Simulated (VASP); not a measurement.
Runs of VASP 6.6.1 on SnO2. The structure is that of space group Fm-3m (No. 225), or close to it. The cells are those of the table. 

```tsv
task	level	potentials or basis	cell	k mesh	cutoff (eV)	smearing	second run	gap on the mesh (eV)	pressure (GPa)	relaxed volume (Å³/atom)
single point	r2SCAN	VASP PAW PBE potentials, release 64 (Sn_d, O)	a = 3.583 Å, angles 60.0°, 3 atoms	8 × 8 × 8	520	gaussian 0.01 eV	-	0.86	1.4	-
single point	PBEsol	VASP PAW PBE potentials, release 64 (Sn_d, O)	a = 3.595 Å, angles 60.0°, 3 atoms	8 × 8 × 8	520	fermi-dirac 0.02 eV	-	0.10	0.6	-
single point	PBE	VASP PAW PBE potentials, release 64 (Sn_d, O)	a = 3.583 Å, angles 60.0°, 3 atoms	6 × 6 × 6	520	gaussian 0.01 eV	-	0.30	10.0	-
single point	r2SCAN	VASP PAW PBE potentials, release 64 (Sn_d, O_h)	a = 3.583 Å, angles 60.0°, 3 atoms	8 × 8 × 8	910	fermi-dirac 0.02 eV	hard_potentials	0.86	1.0	-
single point	PBE	VASP PAW PBE potentials, release 64 (Sn_d, O)	a = 3.638 Å, angles 60.0°, 3 atoms	8 × 8 × 8	520	fermi-dirac 0.02 eV	-	none	0.6	-
single point	r2SCAN	VASP PAW PBE potentials, release 64 (Sn_d, O)	a = 3.583 Å, angles 60.0°, 3 atoms	8 × 8 × 8	520	fermi-dirac 0.02 eV	-	0.86	1.4	-
relaxation of cell and atoms	PBEsol	VASP PAW PBE potentials, release 64 (Sn_d, O)	relaxed from a = 3.638 Å, angles 60.0°, 3 atoms	8 × 8 × 8	600	fermi-dirac 0.02 eV	-	0.08	0.0	(b)
single point	PBE	VASP PAW PBE potentials, release 64 (Sn_d, O)	a = 3.583 Å, angles 60.0°, 3 atoms	8 × 8 × 8	520	fermi-dirac 0.02 eV	-	(a)	10.0	-
single point	r2SCAN	VASP PAW PBE potentials, release 64 (Sn_d, O_h)	a = 3.583 Å, angles 60.0°, 3 atoms	8 × 8 × 8	910	gaussian 0.01 eV	hard_potentials	0.86	1.0	-
relaxation of cell and atoms	PBE	VASP PAW PBE potentials, release 64 (Sn_d, O)	relaxed from a = 3.209 Å, angles 60.0°, 3 atoms	8 × 8 × 8	600	fermi-dirac 0.02 eV	-	none	0.0	11.34
```

Alike in all rows: no spin polarisation.

**Question.** Fill in the values left out.

**Answer.** (a) 0.28; (b) 10.98.

Caveats: spin-orbit coupling is left out, which moves the levels of the heavy elements; the PAW data sets were made with another functional, which shifts forces and pressure a little (some runs); the cutoff is under 1.25 times the usual one of these potentials, so pressure, stress and relaxed cells hold a basis-set (Pulay) error (some runs); the volume moved by over 15 % at a fixed basis, so the end points are rough (some runs).

A k mesh can miss the band edges, and the runs leave out spin-orbit coupling on Sn.

A gap of «none» marks levels without a gap at the run's occupations.
